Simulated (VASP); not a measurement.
# CuAu (P4/mmm) in VASP: further runs, part 2 of 2

VASP 6.6.1. Earlier steps stand in the parts before.

## 3. Single point, PBE (strain +0.000 along x and y, -0.030 along z)

File INCAR:

```
PREC = Accurate ; ENCUT = 520
EDIFF = 1E-7 ; ISMEAR = 0
SIGMA = 0.15 ; LREAL = F
LASPH = T ; NELM = 80
ALGO = Fast ; ISIF = 2
LWAVE = F ; LCHARG = F
GGA = PE ; NBANDS = 18
```

File KPOINTS:

```
Automatic mesh
0
Gamma
  18 18 14
```

File POSCAR:

```
CuAu
1.0
    2.8000000000      0.0000000000      0.0000000000
    0.0000000000      2.8000000000      0.0000000000
    0.0000000000      0.0000000000      3.5599000000
Cu Au
1 1
Direct
    0.5000000000      0.5000000000      0.5000000000
    0.0000000000      0.0000000000      0.0000000000
```

Potentials or basis: VASP PAW PBE potentials, release 64 (Cu, Au).

The run is started by

```console
$ cat potpaw_PBE.64/Cu/POTCAR potpaw_PBE.64/Au/POTCAR > POTCAR
$ mpirun -np 1 vasp_std > vasp.out
```

OUTCAR:

```text
PREC = Accurate
   ENCUT = 520
   EDIFF = 1E-7
   ISMEAR = 0
   LREAL = F
   LASPH = T
   NELM = 80
   ISIF = 2
   GGA = PE

 ion  position               nearest neighbor table
   1  0.500  0.500  0.500-   2 2.66   2 2.66   2 2.66   2 2.66   2 2.66   2 2.66   2 2.66   2 2.66

   2  0.000  0.000  0.000-   1 2.66   1 2.66   1 2.66   1 2.66   1 2.66   1 2.66   1 2.66   1 2.66

  LATTYP: Found a simple tetragonal cell.
 ALAT       =     2.8000000000
 C/A-ratio  =     1.2713928571

  Lattice vectors:

 A1 = (   2.8000000000,   0.0000000000,   0.0000000000)
 A2 = (   0.0000000000,   2.8000000000,   0.0000000000)
 A3 = (   0.0000000000,   0.0000000000,   3.5599000000)

Analysis of symmetry for initial positions (statically):
=====================================================================
 Subroutine PRICEL returns:
 Original cell was already a primitive cell.

 Routine SETGRP: Setting up the symmetry group for a
 simple tetragonal supercell.

 Subroutine GETGRP returns: Found 16 space group operations
 (whereof 16 operations were pure point group operations)
 out of a pool of 16 trial point group operations.

The static configuration has the point symmetry D_4h.

Analysis of symmetry for dynamics (positions and initial velocities):
=====================================================================
 Subroutine PRICEL returns:
 Original cell was already a primitive cell.

 Routine SETGRP: Setting up the symmetry group for a
 simple tetragonal supercell.

 Subroutine GETGRP returns: Found 16 space group operations
 (whereof 16 operations were pure point group operations)
 out of a pool of 16 trial point group operations.

The dynamic configuration has the point symmetry D_4h.

 Subroutine INISYM returns: Found 16 space group operations
 (whereof 16 operations are pure point group operations),
 and found     1 'primitive' translations

----------------------------------------------------------------------------------------

                                     Primitive cell

  volume of cell :      27.9096

  direct lattice vectors                    reciprocal lattice vectors
     2.800000000  0.000000000  0.000000000     0.357142857  0.000000000  0.000000000
     0.000000000  2.800000000  0.000000000     0.000000000  0.357142857  0.000000000
     0.000000000  0.000000000  3.559900000     0.000000000  0.000000000  0.280906767

  length of vectors
     2.800000000  2.800000000  3.559900000     0.357142857  0.357142857  0.280906767

  position of ions in fractional coordinates (direct lattice)
     0.500000000  0.500000000  0.500000000
     0.000000000  0.000000000  0.000000000

  ion indices of the primitive-cell ions
   primitive index   ion index
                 1           1
                 2           2

----------------------------------------------------------------------------------------

 KPOINTS: Automatic mesh

Automatic generation of k-mesh.
 Grid dimensions read from file:
 generate k-points for:   18   18   14

 Generating k-lattice:

  Cartesian coordinates                     Fractional coordinates (reciprocal lattice)
     0.019841270  0.000000000  0.000000000     0.055555556  0.000000000  0.000000000
     0.000000000  0.019841270  0.000000000     0.000000000  0.055555556  0.000000000
     0.000000000  0.000000000  0.020064769     0.000000000  0.000000000  0.071428571

  Length of vectors
     0.019841270  0.019841270  0.020064769

  Shift w.r.t. Gamma in fractional coordinates (k-lattice)
     0.000000000  0.000000000  0.000000000

 Subroutine IBZKPT returns following result:
 ===========================================

 Found    440 irreducible k-points:

 Following reciprocal coordinates:
            Coordinates               Weight
  0.000000  0.000000  0.000000      1.000000
  0.055556  0.000000  0.000000      4.000000
  0.111111  0.000000  0.000000      4.000000
  0.166667  0.000000  0.000000      4.000000
  0.222222  0.000000  0.000000      4.000000
  0.277778  0.000000  0.000000      4.000000
[... 16 lines left out ...]
  0.277778  0.111111  0.000000      8.000000
  0.333333  0.111111  0.000000      8.000000
 [... further k-points ...]
   k-points           NKPTS =    440   k-points in BZ     NKDIM =    440   number of bands    NBANDS=     18
   number of dos      NEDOS =    301   number of ions     NIONS =      2
   total plane-waves  NPLWV =  16128
   dimension x,y,z NGX =    24 NGY =   24 NGZ =   28
   dimension x,y,z NGXF=    48 NGYF=   48 NGZF=   56
   ions per type =               1   1
   NGX,Y,Z   is equivalent  to a cutoff of  14.25, 14.25, 13.08 a.u.
   NGXF,Y,Z  is equivalent  to a cutoff of  28.50, 28.50, 26.15 a.u.
 SYSTEM =  unknown system
   PREC   = accura    normal or accurate (medium, high low for compatibility)
   ISTART =      0    job   : 0-new  1-cont  2-samecut
   ICHARG =      2    charge: 1-file 2-atom 10-const
   ISPIN  =      1    spin polarized calculation?
   LNONCOLLINEAR =      F non collinear calculations
   LSORBIT =      F    spin-orbit coupling
   LASPH  =      T    aspherical Exc in radial PAW
   ENCUT  =  520.0 eV  38.22 Ry    6.18 a.u.   5.21  5.21  6.62*2*pi/ulx,y,z
   NELM   =     80;   NELMIN=  2; NELMDL= -5     # of ELM steps
   EDIFF  = 0.1E-06   stopping-criterion for ELM
   LREAL  =      F    real-space projection
   EDIFFG = 0.1E-05   stopping-criterion for IOM
   NSW    =      0    number of steps for IOM
   IBRION =     -1    ionic relax: 0-MD 1-quasi-New 2-CG
   NFREE  =      0    steps in history (QN), initial steepest desc. (CG)
   ISIF   =      2    stress and relaxation
   ISYM   =      2    0-nonsym 1-usesym 2-fastsym
   POTIM  = 0.5000    time-step for ionic-motion
   TEBEG  =    0.0;   TEEND  =   0.0 temperature during run
   PSTRESS=    0.0 pullay stress
   NELECT =      22.0000    total number of electrons
   NUPDOWN=      -1.0000    fix difference up-down
   EMIN   =  10.00;   EMAX   =-10.00  energy-range for DOS
   EFERMI =   0.00;   METHOD = LEGACY
   ISMEAR =     0;   SIGMA  =   0.15  broadening in eV -4-tet -1-fermi 0-gaus
   EFERMI_NEDOS =   21; number of points for ismear=-14 and -15
   IALGO  =     68    algorithm
   IMIX   =      4    mixing-type and parameters
     AMIX     =   0.40;   BMIX     =  1.00
     AMIX_MAG =   1.60;   BMIX_MAG =  1.00
  volume/ion in A,a.u.               =      13.95        94.17
  Fermi-wavevector in a.u.,A,eV,Ry     =   1.512276  2.857788 31.116241  2.286979
  Thomas-Fermi vector in A             =   2.622222
   LORBIT       =      0    0 simple, 1 ext, 2 COOP (PROOUT), +10 PAW based schemes
   GGA     = PE    functional components
   LHFCALC =     F    Hartree Fock is set to
   AEXX    =    0.0000 exact exchange contribution
   IVDW    =     0    specifies the selected vdW correction
   LEPSILON=     F    determine dielectric tensor
   LRPA    =     F    only Hartree local field effects (RPA)
 non-spin polarized calculation
 RMM-DIIS sequential band-by-band and
 Gauss-broadening in eV      SIGMA  =   0.15
  energy-cutoff  :      520.00
  volume of cell :       27.91
 maximum number of plane-waves:       772
 NGX is ok and might be reduce to    24
   NGX = 11   NGY = 11   NGZ = 13

 number of electron      22.0000001 magnetization

 Free energy of the ion-electron system (eV)
  ---------------------------------------------------
  ext. energy  EPLUGINS =         0.00000000
  ---------------------------------------------------
  free energy    TOTEN  =        -6.99201757 eV

  energy without entropy =       -6.98549215  energy(sigma->0) =       -6.98875486

 E-fermi :   9.4075     XC(G=0): -12.9151

 val. band max:        9.3988790143   @ k =   0.5000   0.1111   0.3571
 cond. band min:       9.4116660306   @ k =   0.3333   0.2778   0.4286
 fundamental gap:      0.0127870163
 Fermi energy:         9.4075069432

 k-point     1 :       0.0000    0.0000    0.0000
  band No.  band energies     occupation
      1      -0.7911      2.00000
      2       2.4946      2.00000
      3       2.6288      2.00000
      4       5.0979      2.00000
      5       5.0979      2.00000
      6       6.1556      2.00000
[... 10 lines left out ...]
     17      26.3095      0.00000
     18      26.9692      0.00000

 k-point     2 :       0.0556    0.0000    0.0000
  band No.  band energies     occupation
      1      -0.7178      2.00000
      2       2.5337      2.00000
      3       2.6685      2.00000
      4       5.0574      2.00000
      5       5.1160      2.00000
      6       6.1258      2.00000
[... 10 lines left out ...]
     17      26.8675      0.00000
     18      27.0143      0.00000
[... 442 lines left out ...]
 k-point    24 :       0.3333    0.1111    0.0000
  band No.  band energies     occupation
      1       1.6425      2.00000
      2       3.4518      2.00000
      3       3.9917      2.00000
      4       4.0076      2.00000
      5       5.1958      2.00000
      6       5.3057      2.00000
[... 10 lines left out ...]
     17      24.4694      0.00000
     18      26.7467      0.00000

 [... further k-points ...]
[... 5 lines left out ...]
  --------------------------------------------------------------------------------------
  -------------------------------------------------------------------------------------
  Total        2.1937210      2.1937210      2.1122587      0.0000000      0.0000000      0.0000000
  in kB      125.9325826    125.9325826    121.2561639      0.0000000      0.0000000      0.0000000
  external PRESSURE =     124.3737763 kB  Pullay stress =       0.0000000 kB

 VOLUME and BASIS-vectors are now :
 -----------------------------------------------------------------------------
  energy-cutoff  :      520.00
  volume of cell :       27.91
      direct lattice vectors                 reciprocal lattice vectors
     2.800000000  0.000000000  0.000000000     0.357142857  0.000000000  0.000000000
     0.000000000  2.800000000  0.000000000     0.000000000  0.357142857  0.000000000
     0.000000000  0.000000000  3.559900000     0.000000000  0.000000000  0.280906767

 POSITION                                       TOTAL-FORCE (eV/Angst)
 -----------------------------------------------------------------------------------
      1.40000      1.40000      1.77995         0.000000      0.000000      0.000000
      0.00000      0.00000      0.00000         0.000000      0.000000      0.000000
 -----------------------------------------------------------------------------------
    total drift:                                0.000000      0.000000     -0.000000

  FREE ENERGIE OF THE ION-ELECTRON SYSTEM (eV)
  ---------------------------------------------------
  free  energy   TOTEN  =        -6.9920175712 eV

  energy  without entropy=       -6.9854921507  energy(sigma->0) =       -6.98875486
```

OSZICAR:

```text
N       E                     dE             d eps       ncg     rms          rms(c)
DAV:   1     0.130084638140E+03    0.13008E+03   -0.11004E+04 17194   0.175E+03
DAV:   2    -0.264264754452E+01   -0.13273E+03   -0.12453E+03 16030   0.300E+02
DAV:   3    -0.791009149052E+01   -0.52674E+01   -0.51482E+01 18544   0.695E+01
DAV:   4    -0.798222209227E+01   -0.72131E-01   -0.72076E-01 19678   0.678E+00
DAV:   5    -0.798399933699E+01   -0.17772E-02   -0.17771E-02 20280   0.109E+00    0.126E+01
RMM:   6    -0.739409834317E+01    0.58990E+00   -0.41651E+00 18367   0.327E+01    0.586E+00
RMM:   7    -0.709506310456E+01    0.29904E+00   -0.16585E+00 18289   0.185E+01    0.625E+00
RMM:   8    -0.699665738697E+01    0.98406E-01   -0.21207E-01 18762   0.635E+00    0.252E+00
RMM:   9    -0.700247040464E+01   -0.58130E-02   -0.53853E-02 19651   0.404E+00    0.976E-01
RMM:  10    -0.699204413180E+01    0.10426E-01   -0.48153E-02 19591   0.308E+00    0.274E-01
RMM:  11    -0.699212934796E+01   -0.85216E-04   -0.68785E-03 21734   0.847E-01    0.163E-01
RMM:  12    -0.699219854433E+01   -0.69196E-04   -0.11045E-03 20994   0.307E-01    0.112E-01
RMM:  13    -0.699201498461E+01    0.18356E-03   -0.55867E-04 19085   0.351E-01    0.506E-02
RMM:  14    -0.699201599043E+01   -0.10058E-05   -0.11251E-04 22361   0.103E-01    0.940E-03
RMM:  15    -0.699201747420E+01   -0.14838E-05   -0.16122E-05 23010   0.316E-02    0.637E-03
RMM:  16    -0.699201763832E+01   -0.16412E-06   -0.21676E-06 19912   0.115E-02    0.543E-03
RMM:  17    -0.699201757123E+01    0.67089E-07   -0.74691E-07 17654   0.845E-03
   1 F= -.69920176E+01 E0= -.69887549E+01  d E =-.652542E-02
```

It took 99 s on 1 thread of Intel Xeon Platinum 8481C at 2.70GHz (Sapphire Rapids), shared host; peak memory 0.34 GiB.

Results:

* Free energy: -6.9920 eV
* Pressure: 12.4 GPa
* Band gap on the k mesh: zero (band 11 reaches 14.77 eV, above the bottom of band 12 at 7.25 eV)

Caveat: the cell differs from its parent crystal (strain +0.000 along x and y, -0.030 along z); spin-orbit coupling is left out, which moves the levels of the heavy elements.
